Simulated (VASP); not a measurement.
# Cu (P6_3/mmc) in VASP: a series of runs

Cu is run at these levels: PBE; tasks: single point, relaxation of cell and atoms.

Program: VASP 6.6.1. These are calculated values, not measurements. Logs are shortened: lines on timing, memory, paths and dates and some standing lists are left out, and cuts for length are marked.

**1. The cell of the first run**

The structure is hexagonal, space group P6_3/mmc (No. 194). Conventional cell: a = 2.277 Å, b = 2.277 Å, c = 3.740 Å, α = 90.00°, β = 90.00°, γ = 120.00°. Cu (site symmetry -6m2) has 12 Cu at 2.28 to 2.29 Å within 3.0 Å.

**2. Single point, PBE**

Input file INCAR:

```
PREC     = Accurate       # precision mode
ENCUT    = 520            # plane-wave cutoff, eV
EDIFF    = 1E-7           # SCF threshold, eV
ISMEAR   = -1             # smearing method
SIGMA    = 0.05           # smearing width, eV
LREAL    = False          # projectors in reciprocal space
LASPH    = True           # aspherical terms in the spheres
NELM     = 80             # most SCF steps
ALGO     = Normal         # electronic algorithm
ISIF     = 2              # what is computed and relaxed
LWAVE    = False          # write WAVECAR
LCHARG   = True           # write CHGCAR
GGA      = PE             # functional
LELF     = True           # ELF
LVHAR    = True         
NBANDS   = 18             # bands
```

Input file KPOINTS:

```
Automatic mesh
0
Gamma
  19 19 10
```

Input file POSCAR:

```
Cu
1.0
    2.2767333843      0.0000000000      0.0000000000
   -1.1383666921      1.9717089485      0.0000000000
    0.0000000000      0.0000000000      3.7399830376
Cu
2
Direct
    0.3333333333      0.6666666667      0.2500000000
    0.6666666667      0.3333333333      0.7500000000
```

Potentials or basis: VASP PAW PBE potentials, release 64 (Cu).

Command:

```console
$ cat potpaw_PBE.64/Cu/POTCAR > POTCAR
$ mpirun -np 1 vasp_std > vasp.out
```

OUTCAR:

```text
PREC = Accurate
   ENCUT = 520
   EDIFF = 1E-7
   ISMEAR = -1
   LREAL = False
   LASPH = True
   NELM = 80
   ISIF = 2
   GGA = PE

 ion  position               nearest neighbor table
   1  0.333  0.667  0.250-   2 2.29   2 2.29   2 2.29   2 2.29   2 2.29   2 2.29
   2  0.667  0.333  0.750-   1 2.29   1 2.29   1 2.29   1 2.29   1 2.29   1 2.29

  LATTYP: Found a hexagonal cell.
 ALAT       =     2.2767333843
 C/A-ratio  =     1.6426969725

  Lattice vectors:

 A1 = (   2.2767333843,   0.0000000000,   0.0000000000)
 A2 = (  -1.1383666921,   1.9717089485,   0.0000000000)
 A3 = (   0.0000000000,   0.0000000000,   3.7399830376)

Analysis of symmetry for initial positions (statically):
=====================================================================
 Subroutine PRICEL returns:
 Original cell was already a primitive cell.

 Routine SETGRP: Setting up the symmetry group for a
 hexagonal supercell.

 Subroutine GETGRP returns: Found 24 space group operations
 (whereof 12 operations were pure point group operations)
 out of a pool of 24 trial point group operations.

The static configuration has the point symmetry D_3d.
 The point group associated with its full space group is D_6h.

Analysis of symmetry for dynamics (positions and initial velocities):
=====================================================================
 Subroutine PRICEL returns:
 Original cell was already a primitive cell.

 Routine SETGRP: Setting up the symmetry group for a
 hexagonal supercell.

 Subroutine GETGRP returns: Found 24 space group operations
 (whereof 12 operations were pure point group operations)
 out of a pool of 24 trial point group operations.

The dynamic configuration has the point symmetry D_3d.
 The point group associated with its full space group is D_6h.

 Subroutine INISYM returns: Found 24 space group operations
 (whereof 12 operations are pure point group operations),
 and found     1 'primitive' translations

----------------------------------------------------------------------------------------

                                     Primitive cell

  volume of cell :      16.7890

  direct lattice vectors                    reciprocal lattice vectors
     2.276733384  0.000000000  0.000000000     0.439225782  0.253587123  0.000000000
[... 76 lines left out ...]
 SYSTEM =  unknown system
   PREC   = accura    normal or accurate (medium, high low for compatibility)
   ISTART =      0    job   : 0-new  1-cont  2-samecut
   ICHARG =      2    charge: 1-file 2-atom 10-const
   ISPIN  =      1    spin polarized calculation?
   LNONCOLLINEAR =      F non collinear calculations
   LSORBIT =      F    spin-orbit coupling
   LASPH  =      T    aspherical Exc in radial PAW
   ENCUT  =  520.0 eV  38.22 Ry    6.18 a.u.   4.23  4.23  6.95*2*pi/ulx,y,z
   NELM   =     80;   NELMIN=  2; NELMDL= -5     # of ELM steps
   EDIFF  = 0.1E-06   stopping-criterion for ELM
   LREAL  =      F    real-space projection
   EDIFFG = 0.1E-05   stopping-criterion for IOM
   NSW    =      0    number of steps for IOM
   IBRION =     -1    ionic relax: 0-MD 1-quasi-New 2-CG
   NFREE  =      0    steps in history (QN), initial steepest desc. (CG)
   ISIF   =      2    stress and relaxation
   ISYM   =      2    0-nonsym 1-usesym 2-fastsym
   POTIM  = 0.5000    time-step for ionic-motion
   TEBEG  =    0.0;   TEEND  =   0.0 temperature during run
   PSTRESS=    0.0 pullay stress
   NELECT =      22.0000    total number of electrons
   NUPDOWN=      -1.0000    fix difference up-down
   EMIN   =  10.00;   EMAX   =-10.00  energy-range for DOS
   EFERMI =   0.00;   METHOD = LEGACY
   ISMEAR =    -1;   SIGMA  =   0.05  broadening in eV -4-tet -1-fermi 0-gaus
   EFERMI_NEDOS =   21; number of points for ismear=-14 and -15
   IALGO  =     38    algorithm
   IMIX   =      4    mixing-type and parameters
     AMIX     =   0.40;   BMIX     =  1.00
     AMIX_MAG =   1.60;   BMIX_MAG =  1.00
  volume/ion in A,a.u.               =       8.39        56.65
  Fermi-wavevector in a.u.,A,eV,Ry     =   1.791462  3.385372 43.665652  3.209335
  Thomas-Fermi vector in A             =   2.854024
   LORBIT       =      0    0 simple, 1 ext, 2 COOP (PROOUT), +10 PAW based schemes
   GGA     = PE    functional components
   LHFCALC =     F    Hartree Fock is set to
   AEXX    =    0.0000 exact exchange contribution
   IVDW    =     0    specifies the selected vdW correction
   LEPSILON=     F    determine dielectric tensor
   LRPA    =     F    only Hartree local field effects (RPA)
 non-spin polarized calculation
  energy-cutoff  :      520.00
  volume of cell :       16.79
 maximum number of plane-waves:       470
 NGX is ok and might be reduce to    18
   NGX =  9   NGY =  9   NGZ = 13

 number of electron      22.0000048 magnetization

 Free energy of the ion-electron system (eV)
  ---------------------------------------------------
  ext. energy  EPLUGINS =         0.00000000
  ---------------------------------------------------
  free energy    TOTEN  =        -5.52615255 eV

  energy without entropy =       -5.52270729  energy(sigma->0) =       -5.52442992

 E-fermi :  12.8117     XC(G=0): -14.8393

 val. band max:       12.8063007982   @ k =   0.4211   0.0526   0.5000
 cond. band min:      12.8155187515   @ k =   0.1579   0.0526   0.2000
 fundamental gap:      0.0092179533
 Fermi energy:        12.8117043035

 k-point     1 :       0.0000    0.0000    0.0000
  band No.  band energies     occupation
      1       0.4017      2.00000
      2       5.2236      2.00000
      3       8.2891      2.00000
      4       8.4081      2.00000
      5       8.4081      2.00000
      6       8.7634      2.00000
[... 481 lines left out ...]
      5       8.2309      2.00000
      6       8.6023      2.00000
[... 10 lines left out ...]
     17      31.5336      0.00000
     18      35.5647      0.00000

 [... further k-points ...]
[... 5 lines left out ...]
  --------------------------------------------------------------------------------------
  -------------------------------------------------------------------------------------
  Total       12.6605795     12.6605795     12.6599868      0.0000000      0.0000000     -0.0000000
  in kB     1208.2020057   1208.2020057   1208.1454412      0.0000000      0.0000000     -0.0000000
  external PRESSURE =    1208.1831509 kB  Pullay stress =       0.0000000 kB

 VOLUME and BASIS-vectors are now :
 -----------------------------------------------------------------------------
  energy-cutoff  :      520.00
  volume of cell :       16.79
      direct lattice vectors                 reciprocal lattice vectors
     2.276733384  0.000000000  0.000000000     0.439225782  0.253587123  0.000000000
    -1.138366692  1.971708948  0.000000000     0.000000000  0.507174246  0.000000000
     0.000000000  0.000000000  3.739983038     0.000000000  0.000000000  0.267380892

 POSITION                                       TOTAL-FORCE (eV/Angst)
 -----------------------------------------------------------------------------------
     -0.00000      1.31447      0.93500        -0.000000      0.000000      0.000000
      1.13837      0.65724      2.80499         0.000000     -0.000000      0.000000
 -----------------------------------------------------------------------------------
    total drift:                               -0.000000      0.000000     -0.000000

  FREE ENERGIE OF THE ION-ELECTRON SYSTEM (eV)
  ---------------------------------------------------
  free  energy   TOTEN  =        -5.5261525473 eV

  energy  without entropy=       -5.5227072941  energy(sigma->0) =       -5.52442992
```

OSZICAR:

```text
N       E                     dE             d eps       ncg     rms          rms(c)
DAV:   1     0.117632990610E+03    0.11763E+03   -0.10368E+04  9786   0.240E+03
DAV:   2    -0.113953080819E+01   -0.11877E+03   -0.11264E+03  8656   0.303E+02
DAV:   3    -0.732635011984E+01   -0.61868E+01   -0.60391E+01  9538   0.882E+01
DAV:   4    -0.738627893794E+01   -0.59929E-01   -0.59896E-01  9956   0.926E+00
DAV:   5    -0.738703296348E+01   -0.75403E-03   -0.75398E-03 10240   0.957E-01    0.109E+01
DAV:   6    -0.582431567702E+01    0.15627E+01   -0.63423E+00  9194   0.808E+01    0.212E+00
DAV:   7    -0.557943135774E+01    0.24488E+00   -0.76114E-01 10196   0.253E+01    0.127E+00
DAV:   8    -0.552765742268E+01    0.51774E-01   -0.79908E-03 14192   0.198E+00    0.243E-01
DAV:   9    -0.552612329795E+01    0.15341E-02   -0.82267E-04 14578   0.863E-01    0.207E-02
DAV:  10    -0.552615390182E+01   -0.30604E-04   -0.45699E-05  9726   0.790E-02    0.642E-03
DAV:  11    -0.552615321045E+01    0.69137E-06   -0.10726E-06 12190   0.151E-02    0.192E-03
DAV:  12    -0.552615250732E+01    0.70313E-06   -0.45355E-08  5304   0.602E-03    0.315E-04
DAV:  13    -0.552615254733E+01   -0.40013E-07   -0.46344E-09  5006   0.116E-03
   1 F= -.55261525E+01 E0= -.55244299E+01  d E =-.344525E-02
```

It took 92 s on 1 thread of Intel Xeon 8259CL, shared host; peak memory 0.17 GiB.

What came out:

```
Free energy            : -5.5262 eV
Pressure               : 120.8 GPa
Band gap on the k mesh : zero (band 11 reaches 17.41 eV, above the bottom of band 12 at 10.14 eV)
```

**3. Single point, PBE**

Input file INCAR:

```
PREC     = Accurate       # precision mode
ENCUT    = 520            # plane-wave cutoff, eV
EDIFF    = 1E-6           # SCF threshold, eV
ISMEAR   = -1             # smearing method
SIGMA    = 0.05           # smearing width, eV
LREAL    = False          # projectors in reciprocal space
LASPH    = True           # aspherical terms in the spheres
NELM     = 100            # most SCF steps
ALGO     = Normal         # electronic algorithm
ISIF     = 2              # what is computed and relaxed
LWAVE    = False          # write WAVECAR
LCHARG   = False          # write CHGCAR
GGA      = PE             # functional
NBANDS   = 18             # bands
```

KPOINTS is that of step 2.

Input file POSCAR:

```
Cu
1.0
    2.2770582367      0.0000000000      0.0000000000
   -1.1385291183      1.9719902789      0.0000000000
    0.0000000000      0.0000000000      3.7404291480
Cu
2
Direct
    0.3333333333      0.6666666667      0.2500000000
    0.6666666667      0.3333333333      0.7500000000
```

Potentials or basis: VASP PAW PBE potentials, release 64 (Cu).

Command:

```console
$ cat potpaw_PBE.64/Cu/POTCAR > POTCAR
$ mpirun -np 1 vasp_std > vasp.out
```

Run time: 79 s. Hardware: 1 thread of Intel Xeon 8259CL, shared host; peak memory 0.18 GiB.

It converged, with:

```
Free energy            : -5.5313 eV
Pressure               : 120.5 GPa
Band gap on the k mesh : zero (band 11 reaches 17.41 eV, above the bottom of band 12 at 10.13 eV)
```

Levels at points of the mesh, in eV from the Fermi level:
| k point | band 8 | band 9 | band 10 | band 11 | band 12 | band 13 | band 14 | band 15 |
| --- | --- | --- | --- | --- | --- | --- | --- | --- |
| (0.00, 0.00, 0.00) | -3.53 | -3.53 | -2.31 | -2.31 | -2.30 | 5.63 | 23.95 | 27.32 |
| (0.00, 0.00, 0.50) | -4.46 | -2.67 | -2.67 | -2.67 | -2.67 | 15.35 | 15.35 | 24.83 |

**4. Relaxation of cell and atoms, PBE, target pressure 120 GPa, at which the enthalpy is minimised**

Input file INCAR:

```
PREC = Accurate
ENCUT = 600
EDIFF = 1E-6
ISMEAR = -1
SIGMA = 0.05
LREAL = F
LASPH = T
NELM = 100
ALGO = Normal
ISIF = 3
LWAVE = F
LCHARG = F
GGA = PE
IBRION = 2
NSW = 60
EDIFFG = -0.005
PSTRESS = 1200.0
```

KPOINTS is that of step 3.

Input file POSCAR:

```
Cu
1.0
    2.2868084533      0.0000000000      0.0000000000
   -1.1434042266      1.9804342142      0.0000000000
    0.0000000000      0.0000000000      3.7046296943
Cu
2
Direct
    0.3333333333      0.6666666667      0.2500000000
    0.6666666667      0.3333333333      0.7500000000
```

Command:

```console
$ cat potpaw_PBE.64/Cu/POTCAR > POTCAR
$ mpirun -np 1 vasp_std > vasp.out
```

It took 2.5 min on 1 thread of AMD EPYC 7R43 (Zen 3), shared host; peak memory 0.15 GiB.

The run converged. Its results:

| Quantity | Value |
| --- | --- |
| Free energy | -5.5466 eV |
| Relaxed volume | 8.41 Å³/atom |
| Relaxed cell | a = 2.278 Å, b = 2.278 Å, c = 3.742 Å, α = 90.00°, β = 90.00°, γ = 120.00° |
| Space group after relaxing (to 0.05 Å) | P6_3/mmc (No. 194) |
| Energy change on relaxing (the enthalpy is what falls) | -16.1 meV/atom |
| Ionic steps | 5 |
| Pressure after relaxing | 120.0 GPa |
| Band gap on the k mesh | zero (band 11 reaches 17.38 eV, above the bottom of band 12 at 10.12 eV) |

Stress tensor (GPa, compression positive):
```
120.03   0.00   0.00
  0.00 120.03   0.00
  0.00   0.00 119.93
```

The path:
```
step  energy change (eV)  largest force (eV/Å)  pressure (GPa)  volume (Å³)
   1              0.0000                0.0000          121.44        16.78
   2             -0.1362                0.0000          114.82        16.96
   3             -0.0757                0.0000          117.71        16.87
   4              0.0839                0.0000          125.75        16.67
   5             -0.0322                0.0000          120.00        16.82
```

Final structure:
```
Cu
1.0
     2.27778    0.00000    0.00000
    -1.13889    1.97262    0.00000
     0.00000    0.00000    3.74238
Cu
2
Direct
  0.33333 0.66667 0.25000
  0.66667 0.33333 0.75000
```

Levels at points of the mesh, in eV from the Fermi level:
| k point | band 7 | band 8 | band 9 | band 10 | band 11 | band 12 | band 13 | band 14 | band 15 |
| --- | --- | --- | --- | --- | --- | --- | --- | --- | --- |
| (0.00, 0.00, 0.00) | -4.04 | -3.53 | -3.53 | -2.31 | -2.31 | -2.30 | 5.62 | 23.95 | 27.31 |
| (0.00, 0.00, 0.50) | -4.45 | -4.45 | -2.67 | -2.67 | -2.67 | -2.67 | 15.34 | 15.34 | 24.82 |

Caveat: the cell is relaxed towards a set pressure, so the enthalpy falls and the energy may rise.
